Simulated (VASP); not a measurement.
# Te (P3_121) in VASP: a series of runs, part 3 of 3

VASP 6.6.1. The steps go on from the part before.

## (4) Electric field gradients, LDA (equal xx and yy strain of -1 %)

The input, INCAR:

```
PREC     = Accurate       # precision mode
ENCUT    = 520            # plane-wave cutoff, eV
EDIFF    = 1E-8           # SCF threshold, eV
ISMEAR   = -1             # smearing method
SIGMA    = 0.08           # smearing width, eV
LREAL    = False          # projectors in reciprocal space
LASPH    = True           # aspherical terms in the spheres
NELM     = 60             # most SCF steps
ALGO     = Normal         # electronic algorithm
ISIF     = 2              # what is computed and relaxed
LWAVE    = False          # write WAVECAR
LCHARG   = False          # write CHGCAR
LEFG     = True         
NBANDS   = 16             # bands
```

The input, KPOINTS:

```
regular mesh
0
Gamma
  9 9 6
```

The input, POSCAR:

```
Te
1.0
    4.4134194641      0.0000000000      0.0000000000
   -2.2067097321      3.8221333735      0.0000000000
    0.0000000000      0.0000000000      5.9250000000
Te
3
Direct
    0.7450000000      0.0000000000      0.3333333333
    0.0000000000      0.7450000000      0.6666666667
    0.2550000000      0.2550000000      0.0000000000
```

Potentials or basis: VASP PAW LDA potentials, release 64 (Te).

The run is started by

```
$ cat potpaw_LDA.64/Te/POTCAR > POTCAR
$ mpirun -np 1 vasp_std > vasp.out
```

OUTCAR:

```text
PREC = Accurate
   ENCUT = 520
   EDIFF = 1E-8
   ISMEAR = -1
   LREAL = False
   LASPH = True
   NELM = 60
   ISIF = 2

 ion  position               nearest neighbor table
   1  0.745  0.000  0.333-   3 2.77   2 2.77   3 3.50   3 3.50   2 3.50   2 3.50
   2  0.000  0.745  0.667-   3 2.77   1 2.77   3 3.50   3 3.50   1 3.50   1 3.50
   3  0.255  0.255  0.000-   1 2.77   2 2.77   2 3.50   1 3.50   1 3.50   2 3.50

  LATTYP: Found a hexagonal cell.
 ALAT       =     4.4134194641
 C/A-ratio  =     1.3424964584

  Lattice vectors:

 A1 = (   4.4134194641,   0.0000000000,   0.0000000000)
 A2 = (  -2.2067097321,   3.8221333735,   0.0000000000)
 A3 = (   0.0000000000,   0.0000000000,   5.9250000000)

Analysis of symmetry for initial positions (statically):
=====================================================================
 Subroutine PRICEL returns:
 Original cell was already a primitive cell.

 Routine SETGRP: Setting up the symmetry group for a
 hexagonal supercell.

 Subroutine GETGRP returns: Found  6 space group operations
 (whereof  2 operations were pure point group operations)
 out of a pool of 24 trial point group operations.

The static configuration has the point symmetry C_2 .
 The point group associated with its full space group is D_3 .

Analysis of symmetry for dynamics (positions and initial velocities):
=====================================================================
 Subroutine PRICEL returns:
 Original cell was already a primitive cell.

 Routine SETGRP: Setting up the symmetry group for a
 hexagonal supercell.

 Subroutine GETGRP returns: Found  6 space group operations
 (whereof  2 operations were pure point group operations)
 out of a pool of 24 trial point group operations.

The dynamic configuration has the point symmetry C_2 .
 The point group associated with its full space group is D_3 .

 Subroutine INISYM returns: Found  6 space group operations
 (whereof  2 operations are pure point group operations),
 and found     1 'primitive' translations

----------------------------------------------------------------------------------------

                                     Primitive cell

  volume of cell :      99.9469

  direct lattice vectors                    reciprocal lattice vectors
     4.413419464  0.000000000  0.000000000     0.226581681  0.130816994  0.000000000
    -2.206709732  3.822133373  0.000000000     0.000000000  0.261633989  0.000000000
     0.000000000  0.000000000  5.925000000     0.000000000  0.000000000  0.168776371

  length of vectors
     4.413419464  4.413419464  5.925000000     0.261633989  0.261633989  0.168776371

  position of ions in fractional coordinates (direct lattice)
     0.745000000  0.000000000  0.333333333
     0.000000000  0.745000000  0.666666667
     0.255000000  0.255000000  0.000000000

  ion indices of the primitive-cell ions
   primitive index   ion index
                 1           1
                 2           2
                 3           3

----------------------------------------------------------------------------------------

 KPOINTS: regular mesh
[... 77 lines left out ...]
   TEBEG  =    0.0;   TEEND  =   0.0 temperature during run
   PSTRESS=    0.0 pullay stress
   NELECT =      18.0000    total number of electrons
   NUPDOWN=      -1.0000    fix difference up-down
   EMIN   =  10.00;   EMAX   =-10.00  energy-range for DOS
   EFERMI =   0.00;   METHOD = LEGACY
   ISMEAR =    -1;   SIGMA  =   0.08  broadening in eV -4-tet -1-fermi 0-gaus
   EFERMI_NEDOS =   21; number of points for ismear=-14 and -15
   IALGO  =     38    algorithm
   IMIX   =      4    mixing-type and parameters
     AMIX     =   0.40;   BMIX     =  1.00
     AMIX_MAG =   1.60;   BMIX_MAG =  1.00
  volume/ion in A,a.u.               =      33.32       224.83
  Fermi-wavevector in a.u.,A,eV,Ry     =   0.924505  1.747061 11.629025  0.854709
  Thomas-Fermi vector in A             =   2.050258
   LORBIT       =      0    0 simple, 1 ext, 2 COOP (PROOUT), +10 PAW based schemes
   GGA     = CA    functional components
   LHFCALC =     F    Hartree Fock is set to
   AEXX    =    0.0000 exact exchange contribution
   IVDW    =     0    specifies the selected vdW correction
   LEPSILON=     F    determine dielectric tensor
   LRPA    =     F    only Hartree local field effects (RPA)
 non-spin polarized calculation
  energy-cutoff  :      520.00
  volume of cell :       99.95
 maximum number of plane-waves:      2724
 NGX is ok and might be reduce to    36
   NGX = 17   NGY = 17   NGZ = 23

 number of electron      17.9999999 magnetization

 Free energy of the ion-electron system (eV)
  ---------------------------------------------------
  ext. energy  EPLUGINS =         0.00000000
  ---------------------------------------------------
  free energy    TOTEN  =       -11.29432535 eV

  energy without entropy =      -11.29194780  energy(sigma->0) =      -11.29313658

 E-fermi :   6.1067     XC(G=0):  -9.3634

 val. band max:        6.0256106931   @ k =   0.3333   0.3333   0.5000
 cond. band min:       6.5976670589   @ k =   0.0000   0.0000   0.5000
 fundamental gap:      0.5720563658
 Fermi energy:         6.1066845083

 k-point     1 :       0.0000    0.0000    0.0000
  band No.  band energies     occupation
      1      -7.9053      2.00000
      2      -4.4476      2.00000
      3      -4.4476      2.00000
      4       2.8619      2.00000
      5       3.1328      2.00000
      6       3.1328      2.00000
[... 433 lines left out ...]
      3      -3.8342      2.00000
      4       1.2951      2.00000
      5       1.7506      2.00000
      6       2.8547      2.00000
[... 8 lines left out ...]
     15      12.4502      0.00000
     16      12.9259      0.00000

 [... further k-points ...]
[... 5 lines left out ...]
  --------------------------------------------------------------------------------------
  -------------------------------------------------------------------------------------
  Total        0.2330592      0.2330592      0.8572793     -0.0000000      0.0000000     -0.0000000
  in kB        3.7360042      3.7360042     13.7424291     -0.0000000      0.0000000     -0.0000000
  external PRESSURE =       7.0714792 kB  Pullay stress =       0.0000000 kB

 VOLUME and BASIS-vectors are now :
 -----------------------------------------------------------------------------
  energy-cutoff  :      520.00
  volume of cell :       99.95
      direct lattice vectors                 reciprocal lattice vectors
     4.413419464  0.000000000  0.000000000     0.226581681  0.130816994  0.000000000
    -2.206709732  3.822133373  0.000000000     0.000000000  0.261633989  0.000000000
     0.000000000  0.000000000  5.925000000     0.000000000  0.000000000  0.168776371

 POSITION                                       TOTAL-FORCE (eV/Angst)
 -----------------------------------------------------------------------------------
      3.28800      0.00000      1.97500        -0.643662     -0.000000      0.000000
     -1.64400      2.84749      3.95000         0.321831     -0.557427     -0.000000
      0.56271      0.97464      0.00000         0.321831      0.557427     -0.000000
 -----------------------------------------------------------------------------------
    total drift:                                0.000000      0.000000     -0.000000

  FREE ENERGIE OF THE ION-ELECTRON SYSTEM (eV)
  ---------------------------------------------------
  free  energy   TOTEN  =       -11.2943253501 eV

  energy  without entropy=      -11.2919478002  energy(sigma->0) =      -11.29313658

 Electric field gradients (V/A^2)
---------------------------------------------------------------------
 ion       V_xx      V_yy      V_zz      V_xy      V_xz      V_yz
---------------------------------------------------------------------
   1     169.481  -403.598   234.117    -0.000    -0.000  -335.802
   2    -260.328    26.211   234.117  -248.151   290.813   167.901
   3    -260.328    26.211   234.117   248.151  -290.813   167.901
---------------------------------------------------------------------

 Electric field gradients after diagonalization (V/A^2)
 (convention: |V_zz| > |V_xx| > |V_yy|)
----------------------------------------------------------------------
 ion       V_xx      V_yy      V_zz     asymmetry (V_yy - V_xx)/ V_zz
----------------------------------------------------------------------
   1     378.328   169.481  -547.810       0.381
   2     378.328   169.481  -547.810       0.381
   3     378.328   169.481  -547.809       0.381
----------------------------------------------------------------------

           NMR quadrupolar parameters

 Cq : quadrupolar parameter    Cq=e*Q*V_zz/h
 eta: asymmetry parameters     (V_yy - V_xx)/ V_zz
 Q  : nuclear electric quadrupole moment in mb (millibarn)
----------------------------------------------------------------------
 ion       Cq(MHz)       eta       Q (mb)
----------------------------------------------------------------------
   1      -1.325       0.381       1.000
   2      -1.325       0.381       1.000
   3      -1.325       0.381       1.000
----------------------------------------------------------------------
```

Run time: 1.9 min. Hardware: 1 thread of AMD EPYC 7R43 (Zen 3), shared host; peak memory 0.2 GiB.

Results:

```
Free energy   : -11.2943 eV
Pressure      : 0.7 GPa
Largest force : 0.644 eV/Å
```

Forces in eV/Å, atoms in the order of the input:
```
Te  -0.644  0.000  0.000
Te   0.322 -0.557  0.000
Te   0.322  0.557  0.000
```

Stress tensor (GPa, compression positive):
```
0.37 0.00 0.00
0.00 0.37 0.00
0.00 0.00 1.37
```

Levels at points of the mesh, in eV from the Fermi level:
| k point | band 6 | band 7 | band 8 | band 9 | band 10 | band 11 | band 12 | band 13 |
| --- | --- | --- | --- | --- | --- | --- | --- | --- |
| (0.00, 0.00, 0.00) | -2.97 | -1.76 | -1.76 | -0.71 | 0.96 | 0.96 | 1.69 | 4.68 |
| (0.00, 0.00, 0.50) | -2.78 | -1.48 | -1.19 | -1.19 | 0.49 | 0.65 | 0.65 | 3.81 |

Electric field gradients, principal values (V/Å²):
| atom | least | middle | greatest (by size) |
| --- | --- | --- | --- |
| 1 Te | 169.481 | 378.328 | -547.810 |
| 2 Te | 169.481 | 378.328 | -547.810 |
| 3 Te | 169.481 | 378.328 | -547.809 |

Caveat: the cell differs from its parent crystal (equal xx and yy strain of -1 %); without QUAD_EFG the Cq values of the log hold for a quadrupole moment of 1 mb, not for the nuclei; spin-orbit coupling is left out, which moves the levels of the heavy elements.
